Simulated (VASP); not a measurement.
# Fe (Im-3m) in VASP: further runs

Runs on Fe. Level: r2SCAN. Tasks: single point, relaxation of cell and atoms.

Program: VASP 6.6.1. These are calculated values, not measurements. Logs are shortened: lines on timing, memory, paths and dates and some standing lists are left out, and cuts for length are marked.

### Step 1. The cell of the first run

It takes space group Im-3m (No. 229, cubic). The conventional cell has a = 2.801 Å, b = 2.801 Å, c = 2.801 Å, α = 90.00°, β = 90.00°, γ = 90.00°. Fe (site symmetry m-3m) has 14 Fe at 2.43 to 2.80 Å within 3.2 Å.

### Step 2. Single point, r2SCAN (volume scaled by 1.08)

The input, POSCAR:

```
Fe
1.0
   -1.4004865365      1.4004865365      1.4004865365
    1.4004865365     -1.4004865365      1.4004865365
    1.4004865365      1.4004865365     -1.4004865365
Fe
1
Direct
    0.0000000000      0.0000000000      0.0000000000
```

The input, INCAR.step1:

```
SYSTEM = Fe
ALGO = Normal
EDIFF = 1E-4
ENCUT = 520
GGA = PE
ISMEAR = -1
LASPH = .True.
LCHARG = .False.
LREAL = .False.
LWAVE = .True.
NBANDS = 10
NELM = 80
PREC = Accurate
SIGMA = 0.1
```

The input, INCAR.step2:

```
SYSTEM = Fe
ALGO = Normal
EDIFF = 1E-6
ENCUT = 520
ISIF = 2
ISMEAR = -1
ISTART = 1
LASPH = .True.
LCHARG = .True.
LELF = .True.
LMIXTAU = .True.
LREAL = .False.
LVHAR = .True.
LWAVE = .False.
METAGGA = R2SCAN
NBANDS = 10
NELM = 80
PREC = Accurate
SIGMA = 0.1
```

The input, KPOINTS:

```
k-points
0
Gamma
  26 26 26
  0 0 0
```

Potentials or basis: VASP PAW PBE potentials, release 64 (Fe).

Launch:

```console
$ cat potpaw_PBE.64/Fe/POTCAR > POTCAR
$ cp INCAR.step1 INCAR
$ mpirun -np 1 vasp_std > vasp.out
$ cp INCAR.step2 INCAR
$ mpirun -np 1 vasp_std > vasp.out
```

OUTCAR:

```text
SYSTEM = Fe
   EDIFF = 1E-6
   ENCUT = 520
   ISIF = 2
   ISMEAR = -1
   ISTART = 1
   LASPH = .True.
   LREAL = .False.
   METAGGA = R2SCAN
   NELM = 80
   PREC = Accurate

 ion  position               nearest neighbor table
   1  0.000  0.000  0.000-

  LATTYP: Found a body centered cubic cell.
 ALAT       =     2.8009730730

  Lattice vectors:

 A1 = (  -1.4004865365,   1.4004865365,   1.4004865365)
 A2 = (   1.4004865365,  -1.4004865365,   1.4004865365)
 A3 = (   1.4004865365,   1.4004865365,  -1.4004865365)

Analysis of symmetry for initial positions (statically):
=====================================================================
 Subroutine PRICEL returns:
 Original cell was already a primitive cell.

 Routine SETGRP: Setting up the symmetry group for a
 body centered cubic supercell.

 Subroutine GETGRP returns: Found 48 space group operations
 (whereof 48 operations were pure point group operations)
 out of a pool of 48 trial point group operations.

The static configuration has the point symmetry O_h .

Analysis of symmetry for dynamics (positions and initial velocities):
=====================================================================
 Subroutine PRICEL returns:
 Original cell was already a primitive cell.

 Routine SETGRP: Setting up the symmetry group for a
 body centered cubic supercell.

 Subroutine GETGRP returns: Found 48 space group operations
 (whereof 48 operations were pure point group operations)
 out of a pool of 48 trial point group operations.

The dynamic configuration has the point symmetry O_h .

 Subroutine INISYM returns: Found 48 space group operations
 (whereof 48 operations are pure point group operations),
 and found     1 'primitive' translations

----------------------------------------------------------------------------------------

                                     Primitive cell

  volume of cell :      10.9874

  direct lattice vectors                    reciprocal lattice vectors
    -1.400486537  1.400486537  1.400486537     0.000000000  0.357018784  0.357018784
     1.400486537 -1.400486537  1.400486537     0.357018784  0.000000000  0.357018784
     1.400486537  1.400486537 -1.400486537     0.357018784  0.357018784  0.000000000

  length of vectors
     2.425713837  2.425713837  2.425713837     0.504900806  0.504900806  0.504900806

  position of ions in fractional coordinates (direct lattice)
     0.000000000  0.000000000  0.000000000

  ion indices of the primitive-cell ions
   primitive index   ion index
                 1           1

----------------------------------------------------------------------------------------

 KPOINTS: k-points

Automatic generation of k-mesh.
 Grid dimensions read from file:
 generate k-points for:   26   26   26

 Generating k-lattice:

  Cartesian coordinates                     Fractional coordinates (reciprocal lattice)
     0.000000000  0.013731492  0.013731492     0.038461538  0.000000000  0.000000000
     0.013731492  0.000000000  0.013731492     0.000000000  0.038461538  0.000000000
     0.013731492  0.013731492  0.000000000     0.000000000  0.000000000  0.038461538

  Length of vectors
     0.019419262  0.019419262  0.019419262

  Shift w.r.t. Gamma in fractional coordinates (k-lattice)
     0.000000000  0.000000000  0.000000000

 Subroutine IBZKPT returns following result:
 ===========================================

 Found    511 irreducible k-points:

 Following reciprocal coordinates:
            Coordinates               Weight
  0.000000  0.000000  0.000000      1.000000
  0.038462  0.000000  0.000000     12.000000
  0.076923  0.000000  0.000000     12.000000
  0.115385  0.000000  0.000000     12.000000
  0.153846  0.000000  0.000000     12.000000
  0.192308  0.000000  0.000000     12.000000
[... 16 lines left out ...]
  0.346154  0.038462  0.000000     48.000000
  0.384615  0.038462  0.000000     48.000000
 [... further k-points ...]
   k-points           NKPTS =    511   k-points in BZ     NKDIM =    511   number of bands    NBANDS=     10
   number of dos      NEDOS =    301   number of ions     NIONS =      1
   total plane-waves  NPLWV =   5832
   dimension x,y,z NGX =    18 NGY =   18 NGZ =   18
   dimension x,y,z NGXF=    36 NGYF=   36 NGZF=   36
   ions per type =               1
   NGX,Y,Z   is equivalent  to a cutoff of  12.34, 12.34, 12.34 a.u.
   NGXF,Y,Z  is equivalent  to a cutoff of  24.67, 24.67, 24.67 a.u.
 SYSTEM =  Fe
   PREC   = accura    normal or accurate (medium, high low for compatibility)
   ISTART =      1    job   : 0-new  1-cont  2-samecut
   ICHARG =      0    charge: 1-file 2-atom 10-const
   ISPIN  =      1    spin polarized calculation?
   LNONCOLLINEAR =      F non collinear calculations
   LSORBIT =      F    spin-orbit coupling
   LASPH  =      T    aspherical Exc in radial PAW
   ENCUT  =  520.0 eV  38.22 Ry    6.18 a.u.   4.51  4.51  4.51*2*pi/ulx,y,z
   NELM   =     80;   NELMIN=  2; NELMDL=  0     # of ELM steps
   EDIFF  = 0.1E-05   stopping-criterion for ELM
   LREAL  =      F    real-space projection
   EDIFFG = 0.1E-04   stopping-criterion for IOM
   NSW    =      0    number of steps for IOM
   IBRION =     -1    ionic relax: 0-MD 1-quasi-New 2-CG
   NFREE  =      0    steps in history (QN), initial steepest desc. (CG)
   ISIF   =      2    stress and relaxation
   ISYM   =      2    0-nonsym 1-usesym 2-fastsym
   POTIM  = 0.5000    time-step for ionic-motion
   TEBEG  =    0.0;   TEEND  =   0.0 temperature during run
   PSTRESS=    0.0 pullay stress
   NELECT =       8.0000    total number of electrons
   NUPDOWN=      -1.0000    fix difference up-down
   EMIN   =  10.00;   EMAX   =-10.00  energy-range for DOS
   EFERMI =   0.00;   METHOD = LEGACY
   ISMEAR =    -1;   SIGMA  =   0.10  broadening in eV -4-tet -1-fermi 0-gaus
   EFERMI_NEDOS =   21; number of points for ismear=-14 and -15
   IALGO  =     38    algorithm
   IMIX   =      4    mixing-type and parameters
     AMIX     =   0.40;   BMIX     =  1.00
     AMIX_MAG =   1.60;   BMIX_MAG =  1.00
  volume/ion in A,a.u.               =      10.99        74.15
  Fermi-wavevector in a.u.,A,eV,Ry     =   1.472785  2.783159 29.512321  2.169094
  Thomas-Fermi vector in A             =   2.587757
   LORBIT       =      0    0 simple, 1 ext, 2 COOP (PROOUT), +10 PAW based schemes
   METAGGA = R2SCAN    functional components
   LHFCALC =     F    Hartree Fock is set to
   AEXX    =    0.0000 exact exchange contribution
   IVDW    =     0    specifies the selected vdW correction
   LEPSILON=     F    determine dielectric tensor
   LRPA    =     F    only Hartree local field effects (RPA)
 non-spin polarized calculation
  energy-cutoff  :      520.00
  volume of cell :       10.99
 maximum number of plane-waves:       321
   NGX =  9   NGY =  9   NGZ =  9

 number of electron       8.0000006 magnetization

 Free energy of the ion-electron system (eV)
  ---------------------------------------------------
  ext. energy  EPLUGINS =         0.00000000
  ---------------------------------------------------
  free energy    TOTEN  =       -13.29731245 eV

  energy without entropy =      -13.19319363  energy(sigma->0) =      -13.24525304

 E-fermi :   6.1099     XC(G=0): -14.5219

 val. band max:        6.1070891915   @ k =  -0.3077   0.3077   0.3077
 cond. band min:       6.1102191756   @ k =   0.3462   0.1923   0.0385
 fundamental gap:      0.0031299842
 Fermi energy:         6.1099479602

 k-point     1 :       0.0000    0.0000    0.0000
  band No.  band energies     occupation
      1      -3.0103      2.00000
      2       4.2991      2.00000
      3       4.2991      2.00000
      4       4.2991      2.00000
      5       6.1252      0.92400
      6       6.1252      0.92399
      7      32.4851      0.00000
      8      32.4851      0.00000
      9      32.4851      0.00000
     10      38.0261      0.00000

 k-point     2 :       0.0385    0.0000    0.0000
  band No.  band energies     occupation
      1      -2.9442      2.00000
      2       4.2792      2.00000
      3       4.2970      2.00000
      4       4.3360      2.00000
      5       6.1039      1.03048
      6       6.1267      0.91647
      7      32.0323      0.00000
      8      32.3966      0.00000
      9      32.4401      0.00000
     10      37.8040      0.00000

 k-point     3 :       0.0769    0.0000    0.0000
  band No.  band energies     occupation
      1      -2.7477      2.00000
      2       4.2211      2.00000
      3       4.2885      2.00000
      4       4.4454      2.00000
      5       6.0457      1.31045
      6       6.1315      0.89254
      7      30.8961      0.00000
      8      32.1023      0.00000
      9      32.3169      0.00000
     10      37.4438      0.00000

 k-point     4 :       0.1154    0.0000    0.0000
  band No.  band energies     occupation
      1      -2.4263      2.00000
      2       4.1290      2.00000
      3       4.2671      2.00000
      4       4.6235      2.00000
      5       5.9674      1.61251
      6       6.1402      0.84980
      7      29.3860      0.00000
      8      31.5654      0.00000
      9      32.1427      0.00000
     10      36.8680      0.00000
[... 222 lines left out ...]
 k-point    22 :       0.3077    0.0385   -0.0000
  band No.  band energies     occupation
      1       0.6249      2.00000
      2       3.3590      2.00000
      3       4.2793      2.00000
      4       5.9057      1.77044
      5       6.2929      0.27651
      6       6.4548      0.06165
      7      19.5120      0.00000
      8      26.8123      0.00000
      9      29.7897      0.00000
     10      31.7228      0.00000

 k-point    23 :       0.3462    0.0385    0.0000
  band No.  band energies     occupation
      1       0.9805      2.00000
      2       3.2402      2.00000
      3       4.6671      2.00000
      4       5.9697      1.60513
      5       6.3356      0.18956
      6       6.8021      0.00197
      7      17.8710      0.00000
      8      26.2488      0.00000
      9      29.0495      0.00000
     10      31.5653      0.00000

 k-point    24 :       0.3846    0.0385    0.0000
  band No.  band energies     occupation
      1       1.1707      2.00000
      2       3.1459      2.00000
      3       5.1939      1.99979
      4       6.0277      1.38933
      5       6.3919      0.11256
      6       7.1149      0.00009
      7      16.4181      0.00000
      8      25.8100      0.00000
      9      28.4535      0.00000
     10      31.4583      0.00000

 [... further k-points ...]
[... 5 lines left out ...]
  --------------------------------------------------------------------------------------
  -------------------------------------------------------------------------------------
  Total       -1.2591165     -1.2591165     -1.2591165      0.0000000      0.0000000     -0.0000000
  in kB     -183.6029629   -183.6029629   -183.6029629      0.0000000      0.0000000     -0.0000000
  external PRESSURE =    -183.6029629 kB  Pullay stress =       0.0000000 kB

 VOLUME and BASIS-vectors are now :
 -----------------------------------------------------------------------------
  energy-cutoff  :      520.00
  volume of cell :       10.99
      direct lattice vectors                 reciprocal lattice vectors
    -1.400486537  1.400486537  1.400486537     0.000000000  0.357018784  0.357018784
     1.400486537 -1.400486537  1.400486537     0.357018784  0.000000000  0.357018784
     1.400486537  1.400486537 -1.400486537     0.357018784  0.357018784  0.000000000

 POSITION                                       TOTAL-FORCE (eV/Angst)
 -----------------------------------------------------------------------------------
      0.00000      0.00000      0.00000        -0.000000      0.000000     -0.000000
 -----------------------------------------------------------------------------------
    total drift:                                0.000000     -0.000000      0.000000

  FREE ENERGIE OF THE ION-ELECTRON SYSTEM (eV)
  ---------------------------------------------------
  free  energy   TOTEN  =       -13.2973124511 eV

  energy  without entropy=      -13.1931936301  energy(sigma->0) =      -13.24525304
```

Run time: 1.9 min. Hardware: 1 thread of AMD EPYC 9R45 (Zen 5), shared host; peak memory 0.14 GiB.

Results:

```
Free energy            : -13.2973 eV
Pressure               : -18.4 GPa
Band gap on the k mesh : zero (band 4 reaches 7.01 eV, above the bottom of band 5 at 5.07 eV)
```

Caveat: the PAW data sets were made with another functional, which shifts forces and pressure a little; the run has no spin polarisation, though such a crystal can be magnetic.

### Step 3. Single point, r2SCAN (volume scaled by 1.12)

The input, POSCAR:

```
Fe
1.0
   -1.4175673240      1.4175673240      1.4175673240
    1.4175673240     -1.4175673240      1.4175673240
    1.4175673240      1.4175673240     -1.4175673240
Fe
1
Direct
    0.0000000000      0.0000000000      0.0000000000
```

The input, INCAR.step1:

```
SYSTEM = Fe
PREC     = Accurate       ! precision mode
ENCUT    = 520            ! plane-wave cutoff, eV
ISMEAR   = -1             ! smearing method
SIGMA    = 0.1            ! smearing width, eV
LREAL    = .False.        ! projectors in reciprocal space
LASPH    = .True.         ! aspherical terms in the spheres
NELM     = 60             ! most SCF steps
NBANDS   = 10             ! bands
GGA      = PE             ! functional
ALGO     = Normal         ! electronic algorithm
EDIFF    = 1E-4           ! SCF threshold, eV
LWAVE    = .True.         ! write WAVECAR
LCHARG   = .False.        ! write CHGCAR
```

The input, INCAR.step2:

```
SYSTEM = Fe
PREC     = Accurate       ! precision mode
ENCUT    = 520            ! plane-wave cutoff, eV
EDIFF    = 1E-7           ! SCF threshold, eV
ISMEAR   = -1             ! smearing method
SIGMA    = 0.1            ! smearing width, eV
LREAL    = .False.        ! projectors in reciprocal space
LASPH    = .True.         ! aspherical terms in the spheres
NELM     = 60             ! most SCF steps
ALGO     = Normal         ! electronic algorithm
ISIF     = 2              ! what is computed and relaxed
LWAVE    = .False.        ! write WAVECAR
LCHARG   = .False.        ! write CHGCAR
METAGGA  = R2SCAN         ! meta-GGA
LMIXTAU  = .True.       
NBANDS   = 10             ! bands
ISTART   = 1
```

The input, KPOINTS:

```
regular mesh
0
Gamma
  26 26 26
  0 0 0
```

Potentials or basis: VASP PAW PBE potentials, release 64 (Fe).

Launch:

```console
$ cat potpaw_PBE.64/Fe/POTCAR > POTCAR
$ cp INCAR.step1 INCAR
$ mpirun -np 1 vasp_std > vasp.out
$ cp INCAR.step2 INCAR
$ mpirun -np 1 vasp_std > vasp.out
```

Run time: 2.8 min. Hardware: 1 thread of AMD EPYC 9R45 (Zen 5), shared host; peak memory 0.14 GiB.

It converged, with:

```yaml
Free_energy: -13.2418 eV
Pressure: -25.1 GPa
Band_gap_on_the_k_mesh: zero (band 4 reaches 6.57 eV, above the bottom of band 5 at 4.74 eV)
```

Levels at points of the mesh, in eV from the Fermi level:
| k point | band 1 | band 2 | band 3 | band 4 | band 5 | band 6 | band 7 | band 8 |
| --- | --- | --- | --- | --- | --- | --- | --- | --- |
| (0.00, 0.00, 0.00) | -8.90 | -1.72 | -1.72 | -1.72 | 0.02 | 0.02 | 26.00 | 26.00 |
| (0.50, 0.00, 0.00) | -4.65 | -2.92 | -0.05 | 0.24 | 0.36 | 1.13 | 8.06 | 19.16 |
| (0.50, 0.50, 0.50) | -4.27 | -4.27 | 0.84 | 0.84 | 0.84 | 10.42 | 10.42 | 10.42 |

Caveat: the PAW data sets were made with another functional, which shifts forces and pressure a little; the run has no spin polarisation, though such a crystal can be magnetic.

(Continued in part 2 of 2.)
